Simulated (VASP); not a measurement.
**Si: elastic constants with PBE**

Si:

```
Si
1.0
     0.00000    2.73505    2.73505
     2.73505    0.00000    2.73505
     2.73505    2.73505    0.00000
Si
2
Direct
  0.75000 0.75000 0.75000
  0.50000 0.50000 0.50000
```

```
Program                   : VASP 6.6.1
Task                      : elastic constants
Functional                : PBE
Potentials or basis       : VASP PAW PBE potentials, release 64 (Si)
Cutoff                    : 600 eV
k mesh                    : 10 × 10 × 10
Occupations               : gaussian, width 0.01 eV
Spin                      : no spin polarisation
Dipole correction         : no
Ions in elastic constants : relaxed
Further INCAR settings    : ALGO = Normal; EDIFF = 1e-08; IBRION = 6; POTIM = 0.015; NSW = 1; ISIF = 3
```

- Elastic constants C11, C12, C44: 153, 57, 75 GPa
- Voigt bulk modulus: 89 GPa
- Highest phonon frequency at Γ: 502 cm⁻¹

Phonon frequencies in cm⁻¹ (negative: imaginary):
| q point | frequencies |
| --- | --- |
| (0.000, 0.000, 0.000) | 0 0 0 502 502 502 |

Elastic tensor in Voigt notation (GPa, in the Cartesian axes of the cell as first typed):
```
153  57  57   0   0   0
 57 153  57   0   0   0
 57  57 153   0   0   0
  0   0   0  75   0   0
  0   0   0   0  75   0
  0   0   0   0   0  75
```

Clamped-ion elastic tensor (GPa):
```
153  57  57   0   0   0
 57 153  57   0   0   0
 57  57 153   0   0   0
  0   0   0  99   0   0
  0   0   0   0  99   0
  0   0   0   0   0  99
```

Wall time 13 min on 1 thread of Intel Xeon 8259CL, with other jobs on the host, peak memory 0.31 GiB.
